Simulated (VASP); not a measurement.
Crystal: CaAgI3.

```
CELL_PARAMETERS angstrom
5.89923 0.00000 0.00000
0.00000 5.89923 0.00000
0.00000 0.00000 5.89923
ATOMIC_POSITIONS crystal
Ca 0.00000 0.00000 0.00000
Ag 0.50000 0.50000 0.50000
I 0.00000 0.50000 0.50000
I 0.50000 0.00000 0.50000
I 0.50000 0.50000 0.00000
```

```yaml
Program: VASP 6.6.1
Task: relaxation of cell and atoms
Functional: PBEsol
Potentials_or_basis: VASP PAW PBE potentials, release 64 (Ca_sv, Ag, I)
Cutoff: 600 eV
k_mesh: 4 × 4 × 4
Occupations: fermi-dirac, width 0.03 eV
Spin: no spin polarisation
```

At the start: pressure -3.0 GPa; volume 41.06 Å³/atom.

Question: Where does the relaxation end?

Answer: Over 4 steps the energy falls by 56.4 meV/atom and the volume is 35.68 Å³/atom (-13.1 %); space group Pm-3m (No. 221, to 0.05 Å).

Step by step:
```
step  energy change (eV)  largest force (eV/Å)  pressure (GPa)  volume (Å³)
   1              0.0000                0.0000           -3.02       205.30
   2             -0.2718                0.0000           -0.68       183.18
   3             -0.2820                0.0000           -0.06       178.89
   4             -0.2821                0.0000            0.02       178.38
```

Final structure:
```yaml
crystal:
  lattice:
    - [5.62927, 0.00000, 0.00000]
    - [0.00000, 5.62927, 0.00000]
    - [0.00000, 0.00000, 5.62927]
  atoms:
    - { symbol: Ca, position: [0.00000, 0.00000, 0.00000] }
    - { symbol: Ag, position: [0.50000, 0.50000, 0.50000] }
    - { symbol: I, position: [0.00000, 0.50000, 0.50000] }
    - { symbol: I, position: [0.50000, 0.00000, 0.50000] }
    - { symbol: I, position: [0.50000, 0.50000, 0.00000] }
```

Caveat: the PAW data sets were made with another functional, which shifts forces and pressure a little.
